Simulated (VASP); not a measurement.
A run of VASP 6.6.1 is set up as follows.

File POSCAR:

```
Sc3Al
1.0
    4.4269043427      0.0000000000      0.0000000000
    0.0000000000      4.4269043427      0.0000000000
    0.0000000000      0.0000000000      4.4269043427
Sc Al
3 1
Direct
    0.5000000000      0.0000000000      0.5000000000
    0.0000000000      0.5000000000      0.5000000000
    0.5000000000      0.5000000000      0.0000000000
    0.0000000000      0.0000000000      0.0000000000
```

The input INCAR.step1:

```
  PREC = Accurate
  ENCUT = 520
  ISMEAR = 0
  SIGMA = 0.1
  LREAL = F
  LASPH = T
  NELM = 100
  NBANDS = 26
  GGA = PE
  ALGO = Normal
  EDIFF = 1E-4
  LWAVE = T
  LCHARG = F
```

Contents of INCAR.step2:

```
  PREC = Accurate
  ENCUT = 520
  EDIFF = 1E-6
  ISMEAR = 0
  SIGMA = 0.1
  LREAL = F
  LASPH = T
  NELM = 100
  ALGO = Normal
  ISIF = 2
  LWAVE = F
  LCHARG = F
  METAGGA = R2SCAN
  LMIXTAU = T
  NBANDS = 26
  ISTART = 1
```

KPOINTS

```
Automatic mesh
0
Gamma
  10 10 10
```

Potentials or basis: VASP PAW PBE potentials, release 64 (Sc_sv, Al).

Launch:

```console
$ cat potpaw_PBE.64/Sc_sv/POTCAR potpaw_PBE.64/Al/POTCAR > POTCAR
$ cp INCAR.step1 INCAR
$ mpirun -np 1 vasp_std > vasp.out
$ cp INCAR.step2 INCAR
$ mpirun -np 1 vasp_std > vasp.out
```

Problem. What does it give for the band gap on the k mesh?

Solution. Zero (bands 18 and 19 overlap by 1.65 eV).

Problem. Estimate the pressure.

Solution. 0.2 GPa.

Caveat: the PAW data sets were made with another functional, which shifts forces and pressure a little.
